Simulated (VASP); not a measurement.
Si: single point with r2SCAN

Crystal: Si.

```
Si
1.0
     0.00000    2.71207    4.73431
     2.46978    0.00000    4.73431
     2.46978    2.71207    0.00000
Si
4
Cartesian
  2.4698 2.7121 2.0853
  2.4698 2.7121 7.3833
  2.4698 1.4786 4.7343
  2.4698 3.9455 4.7343
```

```
Program             : VASP 6.6.1
Task                : single point
Functional          : r2SCAN
Potentials or basis : VASP PAW PBE potentials, release 64 (Si)
Cutoff              : 520 eV
k mesh              : 8 × 8 × 8
Occupations         : fermi-dirac, width 0.05 eV
Spin                : no spin polarisation
```

| Property | Result |
| --- | --- |
| Pressure | -3.7 GPa |
| Largest force | 0.036 eV/Å |
| Band gap on the k mesh | zero (bands 8 and 9 overlap by 3.69 eV) |

Forces in eV/Å, atoms in the order of the input:
```
Si   0.000  0.000 -0.036
Si   0.000  0.000  0.036
Si   0.000 -0.025  0.000
Si   0.000  0.025  0.000
```

Stress tensor (GPa, compression positive):
```
-3.81  0.00  0.00
 0.00 -3.44  0.00
 0.00  0.00 -3.92
```

Levels at points of the mesh, in eV from the Fermi level:
```csv
k point,band 4,band 5,band 6,band 7,band 8,band 9,band 10,band 11,band 12,band 13
"(0.00, 0.00, 0.00)",-2.83,-2.37,-2.33,-2.04,-1.96,-1.49,1.75,2.37,5.12,6.45
"(0.50, 0.00, 0.00)",-7.30,-1.72,-1.49,-1.25,0.38,0.47,0.57,3.26,3.30,4.58
"(0.50, 0.50, 0.00)",-3.82,-2.69,-2.43,0.00,1.07,1.86,2.81,2.90,3.20,4.25
"(0.50, 0.00, 0.50)",-7.08,-5.56,-5.12,-3.07,-2.60,-1.95,-1.62,5.22,6.29,7.81
"(0.00, 0.50, 0.50)",-6.93,-6.89,-6.46,-2.57,-2.13,-1.92,1.80,4.67,5.33,6.02
```

It took 3.3 min on 1 thread of AMD EPYC 9R45 96-Core Processor (Zen 5), on a shared host, peak memory 0.21 GiB.

Caveat: the cell stands under tension; the PAW data sets were made with another functional, which shifts forces and pressure a little.
